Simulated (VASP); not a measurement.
# TiTc2 (I4/mmm) in VASP: single point with PBEsol

Aim: the single point of TiTc2 with PBEsol.

Everything below comes from runs of VASP 6.6.1. Logs are shortened: lines on timing, memory, paths and dates and some standing lists are left out, and cuts for length are marked.

## Step 1: The cell of the first run

Symmetry: I4/mmm, No. 139, tetragonal system. Conventional cell: a = 3.051 Å, b = 3.051 Å, c = 9.232 Å, α = 90.00°, β = 90.00°, γ = 90.00°. Ti (site symmetry 4/mmm) has 10 Tc at 2.65 to 3.07 Å and 4 Ti at 3.05 Å within 3.5 Å. Tc (site symmetry 4mm) has 9 Tc at 2.64 to 3.09 Å and 5 Ti at 2.65 to 3.07 Å within 3.5 Å.

## Step 2: Single point, PBEsol

Input file POSCAR:

```
TiTc2
1.0
   -1.5256956698      1.5256956698      4.6160380583
    1.5256956698     -1.5256956698      4.6160380583
    1.5256956698      1.5256956698     -4.6160380583
Ti Tc
1 2
Direct
    0.0000000000      0.0000000000      0.0000000000
    0.3328301835      0.3328301835      0.0000000000
    0.6671698165      0.6671698165      0.0000000000
```

Input file INCAR.step1:

```
PREC     = Accurate       # precision mode
ENCUT    = 520            # plane-wave cutoff, eV
EDIFF    = 1E-6           # SCF threshold, eV
ISMEAR   = 0              # smearing method
SIGMA    = 0.05           # smearing width, eV
LREAL    = F              # projectors in reciprocal space
LASPH    = T              # aspherical terms in the spheres
NELM     = 100            # most SCF steps
ALGO     = Normal         # electronic algorithm
ISIF     = 2              # what is computed and relaxed
LWAVE    = F              # write WAVECAR
LCHARG   = T              # write CHGCAR
LMAXMIX  = 4              # l up to which the mixer works
GGA      = PS             # functional
NBANDS   = 26             # bands
```

Input file KPOINTS.step1:

```
Automatic mesh
0
Gamma
  14 14 14
```

Input file INCAR.step2:

```
PREC     = Accurate       # precision mode
ENCUT    = 520            # plane-wave cutoff, eV
EDIFF    = 1E-6           # SCF threshold, eV
ISMEAR   = -5             # smearing method
SIGMA    = 0.05           # smearing width, eV
LREAL    = F              # projectors in reciprocal space
LASPH    = T              # aspherical terms in the spheres
NELM     = 100            # most SCF steps
ALGO     = Normal         # electronic algorithm
ISIF     = 2              # what is computed and relaxed
LWAVE    = F              # write WAVECAR
LCHARG   = F              # write CHGCAR
LMAXMIX  = 4              # l up to which the mixer works
GGA      = PS             # functional
LORBIT   = 11             # projections on sites
NBANDS   = 26             # bands
NEDOS    = 2001           # points of the DOS
ICHARG   = 11             # starting density
```

Input file KPOINTS.step2:

```
Automatic mesh
0
Gamma
  21 21 21
```

Potentials or basis: VASP PAW PBE potentials, release 64 (Ti_sv, Tc_pv).

Command:

```
> cat potpaw_PBE.64/Ti_sv/POTCAR potpaw_PBE.64/Tc_pv/POTCAR > POTCAR
> cp INCAR.step1 INCAR
> cp KPOINTS.step1 KPOINTS
> mpirun -np 1 vasp_std > vasp.out
> cp INCAR.step2 INCAR
> cp KPOINTS.step2 KPOINTS
> mpirun -np 1 vasp_std > vasp.out
```

OUTCAR:

```text
PREC = Accurate
   ENCUT = 520
   EDIFF = 1E-6
   ISMEAR = -5
   LREAL = F
   LASPH = T
   NELM = 100
   ISIF = 2
   GGA = PS
   LORBIT = 11
   ICHARG = 11

 ion  position               nearest neighbor table
   1  0.000  0.000  0.000-   3 2.65   3 2.65   3 2.65   2 2.65   3 2.65   2 2.65   2 2.65   2 2.65
                             2 3.07   3 3.07
   2  0.333  0.333  0.000-   3 2.64   3 2.64   3 2.64   3 2.64   1 2.65   1 2.65   1 2.65   1 2.65
                             1 3.07   3 3.09
   3  0.667  0.667  0.000-   2 2.64   2 2.64   2 2.64   2 2.64   1 2.65   1 2.65   1 2.65   1 2.65
                             1 3.07   2 3.09

  LATTYP: Found a body centered tetragonal cell.
 ALAT       =     3.0513913396
 C/A-ratio  =     3.0255300252

  Lattice vectors:

 A1 = (  -1.5256956698,   1.5256956698,   4.6160380583)
 A2 = (   1.5256956698,  -1.5256956698,   4.6160380583)
 A3 = (   1.5256956698,   1.5256956698,  -4.6160380583)

Analysis of symmetry for initial positions (statically):
=====================================================================
 Subroutine PRICEL returns:
 Original cell was already a primitive cell.

 Routine SETGRP: Setting up the symmetry group for a
 body centered tetragonal supercell.

 Subroutine GETGRP returns: Found 16 space group operations
 (whereof 16 operations were pure point group operations)
 out of a pool of 16 trial point group operations.

The static configuration has the point symmetry D_4h.

Analysis of symmetry for dynamics (positions and initial velocities):
=====================================================================
 Subroutine PRICEL returns:
 Original cell was already a primitive cell.

 Routine SETGRP: Setting up the symmetry group for a
 body centered tetragonal supercell.

 Subroutine GETGRP returns: Found 16 space group operations
 (whereof 16 operations were pure point group operations)
 out of a pool of 16 trial point group operations.

The dynamic configuration has the point symmetry D_4h.

 Subroutine INISYM returns: Found 16 space group operations
 (whereof 16 operations are pure point group operations),
 and found     1 'primitive' translations

----------------------------------------------------------------------------------------

                                     Primitive cell

  volume of cell :      42.9799

  direct lattice vectors                    reciprocal lattice vectors
    -1.525695670  1.525695670  4.616038058     0.000000000  0.327719354  0.108317998
     1.525695670 -1.525695670  4.616038058     0.327719354  0.000000000  0.108317998
     1.525695670  1.525695670 -4.616038058     0.327719354  0.327719354  0.000000000

  length of vectors
     5.095419699  5.095419699  5.095419699     0.345156144  0.345156144  0.463465156

  position of ions in fractional coordinates (direct lattice)
     0.000000000  0.000000000  0.000000000
     0.332830184  0.332830184  0.000000000
     0.667169816  0.667169816  0.000000000

  ion indices of the primitive-cell ions
   primitive index   ion index
                 1           1
                 2           2
                 3           3

----------------------------------------------------------------------------------------

 KPOINTS: Automatic mesh

Automatic generation of k-mesh.
 Grid dimensions read from file:
 generate k-points for:   21   21   21

 Generating k-lattice:

  Cartesian coordinates                     Fractional coordinates (reciprocal lattice)
     0.000000000  0.015605684  0.005158000     0.047619048 -0.000000000  0.000000000
     0.015605684  0.000000000  0.005158000    -0.000000000  0.047619048  0.000000000
     0.015605684  0.015605684  0.000000000     0.000000000  0.000000000  0.047619048

  Length of vectors
     0.016436007  0.016436007  0.022069769

  Shift w.r.t. Gamma in fractional coordinates (k-lattice)
     0.000000000  0.000000000  0.000000000

 TETIRR: Found  11769 inequivalent tetrahedra from    55566

 Subroutine IBZKPT returns following result:
 ===========================================

 Found    726 irreducible k-points:

 Following reciprocal coordinates:
            Coordinates               Weight
  0.000000  0.000000  0.000000      1.000000
  0.047619  0.000000 -0.000000      8.000000
  0.095238  0.000000 -0.000000      8.000000
  0.142857  0.000000  0.000000      8.000000
  0.190476  0.000000 -0.000000      8.000000
  0.238095  0.000000 -0.000000      8.000000
[... 16 lines left out ...]
 -0.428571  0.047619 -0.000000     16.000000
 -0.380952  0.047619  0.000000     16.000000
 [... further k-points ...]
   k-points           NKPTS =    726   k-points in BZ     NKDIM =    726   number of bands    NBANDS=     26
   number of dos      NEDOS =   2001   number of ions     NIONS =      3
   total plane-waves  NPLWV =  64000
   dimension x,y,z NGX =    40 NGY =   40 NGZ =   40
   dimension x,y,z NGXF=    80 NGYF=   80 NGZF=   80
   ions per type =               1   2
   NGX,Y,Z   is equivalent  to a cutoff of  13.05, 13.05, 13.05 a.u.
   NGXF,Y,Z  is equivalent  to a cutoff of  26.10, 26.10, 26.10 a.u.
 SYSTEM =  unknown system
   PREC   = accura    normal or accurate (medium, high low for compatibility)
   ISTART =      0    job   : 0-new  1-cont  2-samecut
   ICHARG =     11    charge: 1-file 2-atom 10-const
   ISPIN  =      1    spin polarized calculation?
   LNONCOLLINEAR =      F non collinear calculations
   LSORBIT =      F    spin-orbit coupling
   LASPH  =      T    aspherical Exc in radial PAW
   ENCUT  =  520.0 eV  38.22 Ry    6.18 a.u.   9.47  9.47  9.47*2*pi/ulx,y,z
   NELM   =    100;   NELMIN=  2; NELMDL=  0     # of ELM steps
   EDIFF  = 0.1E-05   stopping-criterion for ELM
   LREAL  =      F    real-space projection
   EDIFFG = 0.1E-04   stopping-criterion for IOM
   NSW    =      0    number of steps for IOM
   IBRION =     -1    ionic relax: 0-MD 1-quasi-New 2-CG
   NFREE  =      0    steps in history (QN), initial steepest desc. (CG)
   ISIF   =      2    stress and relaxation
   ISYM   =      2    0-nonsym 1-usesym 2-fastsym
   POTIM  = 0.5000    time-step for ionic-motion
   TEBEG  =    0.0;   TEEND  =   0.0 temperature during run
   PSTRESS=    0.0 pullay stress
   NELECT =      38.0000    total number of electrons
   NUPDOWN=      -1.0000    fix difference up-down
   EMIN   =  10.00;   EMAX   =-10.00  energy-range for DOS
   EFERMI =   0.00;   METHOD = LEGACY
   ISMEAR =    -5;   SIGMA  =   0.05  broadening in eV -4-tet -1-fermi 0-gaus
   EFERMI_NEDOS =   21; number of points for ismear=-14 and -15
   IALGO  =     38    algorithm
   IMIX   =      4    mixing-type and parameters
     AMIX     =   0.40;   BMIX     =  1.00
     AMIX_MAG =   1.60;   BMIX_MAG =  1.00
  volume/ion in A,a.u.               =      14.33        96.68
  Fermi-wavevector in a.u.,A,eV,Ry     =   1.571258  2.969248 33.590787  2.468853
  Thomas-Fermi vector in A             =   2.672869
   LORBIT       =     11    0 simple, 1 ext, 2 COOP (PROOUT), +10 PAW based schemes
   GGA     = PS    functional components
   LHFCALC =     F    Hartree Fock is set to
   AEXX    =    0.0000 exact exchange contribution
   IVDW    =     0    specifies the selected vdW correction
   LEPSILON=     F    determine dielectric tensor
   LRPA    =     F    only Hartree local field effects (RPA)
 non-spin polarized calculation
 Fermi weights with tetrahedron method with Bloechl corrections
  energy-cutoff  :      520.00
  volume of cell :       42.98
 maximum number of plane-waves:      1178
 NGX is ok and might be reduce to    40

 number of electron      38.0000000 magnetization

 Free energy of the ion-electron system (eV)
  ---------------------------------------------------
  ext. energy  EPLUGINS =         0.00000000
  ---------------------------------------------------
  free energy    TOTEN  =       -31.91159788 eV

  energy without entropy =      -31.91159788  energy(sigma->0) =      -31.91159788

 E-fermi :  12.0714     XC(G=0): -13.5047

 val. band max:       12.1184016010   @ k =  -0.0952  -0.3333   0.0952
 cond. band min:      12.0205785794   @ k =  -0.2857   0.2857   0.2857
 fundamental gap:     -0.0978230216
 Fermi energy:        12.0713591711

 k-point     1 :       0.0000    0.0000    0.0000
  band No.  band energies     occupation
      1     -44.4612      2.00000
      2     -27.2513      2.00000
      3     -27.0871      2.00000
      4     -27.0871      2.00000
      5     -26.7125      2.00000
      6     -26.6518      2.00000
[... 18 lines left out ...]
     25      13.7373      0.00000
     26      14.8635      0.00000

 k-point     2 :       0.0476    0.0000   -0.0000
  band No.  band energies     occupation
      1     -44.4606      2.00000
      2     -27.2529      2.00000
      3     -27.0975      2.00000
      4     -27.0843      2.00000
      5     -26.7074      2.00000
      6     -26.6547      2.00000
[... 18 lines left out ...]
     25      14.1574      0.00000
     26      14.9527      0.00000

 k-point     3 :       0.0952    0.0000   -0.0000
  band No.  band energies     occupation
      1     -44.4591      2.00000
      2     -27.2575      2.00000
      3     -27.1256      2.00000
      4     -27.0758      2.00000
      5     -26.6944      2.00000
      6     -26.6630      2.00000
[... 18 lines left out ...]
     25      14.6106      0.00000
     26      15.2029      0.00000

 k-point     4 :       0.1429    0.0000    0.0000
  band No.  band energies     occupation
      1     -44.4568      2.00000
      2     -27.2655      2.00000
      3     -27.1652      2.00000
      4     -27.0618      2.00000
      5     -26.6793      2.00000
      6     -26.6748      2.00000
[... 18 lines left out ...]
     25      14.9723      0.00000
     26      15.5342      0.00000
[... 496 lines left out ...]
      1     -44.4373      2.00000
      2     -27.3991      2.00000
      3     -27.3421      2.00000
      4     -26.8722      2.00000
      5     -26.8383      2.00000
      6     -26.7317      2.00000
[... 18 lines left out ...]
     25      14.6988      0.00000
     26      15.2391      0.00000

 k-point    23 :      -0.4286    0.0476   -0.0000
  band No.  band energies     occupation
      1     -44.4383      2.00000
      2     -27.3895      2.00000
      3     -27.3373      2.00000
      4     -26.9040      2.00000
      5     -26.8097      2.00000
      6     -26.7298      2.00000
[... 18 lines left out ...]
     25      15.0232      0.00000
     26      15.3194      0.00000

 k-point    24 :      -0.3810    0.0476    0.0000
  band No.  band energies     occupation
      1     -44.4403      2.00000
      2     -27.3711      2.00000
      3     -27.3262      2.00000
      4     -26.9372      2.00000
      5     -26.7827      2.00000
      6     -26.7251      2.00000
[... 18 lines left out ...]
     25      15.4349      0.00000
     26      15.5504      0.00000

 [... further k-points ...]

------------------------ aborting loop because EDIFF is reached ----------------------------------------

  FORCE on cell =-STRESS in cart. coord.  units (eV):
  Direction    XX          YY          ZZ          XY          YZ          ZX
  --------------------------------------------------------------------------------------
  -------------------------------------------------------------------------------------
  Total       -0.0796271     -0.0796271     -0.0853216      0.0000000     -0.0000000      0.0000000
  in kB       -2.9682905     -2.9682905     -3.1805664      0.0000000     -0.0000000      0.0000000
  external PRESSURE =      -3.0390491 kB  Pullay stress =       0.0000000 kB

 VOLUME and BASIS-vectors are now :
 -----------------------------------------------------------------------------
  energy-cutoff  :      520.00
  volume of cell :       42.98
      direct lattice vectors                 reciprocal lattice vectors
    -1.525695670  1.525695670  4.616038058     0.000000000  0.327719354  0.108317998
     1.525695670 -1.525695670  4.616038058     0.327719354  0.000000000  0.108317998
     1.525695670  1.525695670 -4.616038058     0.327719354  0.327719354  0.000000000

 POSITION                                       TOTAL-FORCE (eV/Angst)
 -----------------------------------------------------------------------------------
      0.00000      0.00000      0.00000         0.000000      0.000000      0.000000
      0.00000      0.00000      3.07271        -0.000000     -0.000000     -0.031906
      0.00000      0.00000      6.15936         0.000000      0.000000      0.031906
 -----------------------------------------------------------------------------------
    total drift:                                0.000000      0.000000      0.000000

  FREE ENERGIE OF THE ION-ELECTRON SYSTEM (eV)
  ---------------------------------------------------
  free  energy   TOTEN  =       -31.9115978784 eV

  energy  without entropy=      -31.9115978784  energy(sigma->0) =      -31.91159788

 total charge

# of ion       s       p       d       tot
------------------------------------------
    1        2.271   6.215   1.948  10.434
    2        0.471   6.486   5.145  12.102
    3        0.471   6.486   5.145  12.102
--------------------------------------------------
tot          3.213  19.186  12.238  34.637
```

Run time: 12 min. Hardware: 1 thread of Intel Xeon 6975P-C (Granite Rapids), shared host; peak memory 0.82 GiB.

Results:

| Quantity | Value |
| --- | --- |
| Valence electrons inside the program's atomic spheres | Ti 10.43; Tc 12.10 |

Levels at points of the mesh, in eV from the Fermi level:
```tsv
k point	band 17	band 18	band 19	band 20	band 21	band 22
(0.00, 0.00, 0.00)	-1.67	-1.50	0.10	0.10	1.50	1.62
```

Caveat: the PAW data sets were made with another functional, which shifts forces and pressure a little; tetrahedron occupations give inexact forces and stress in metals.
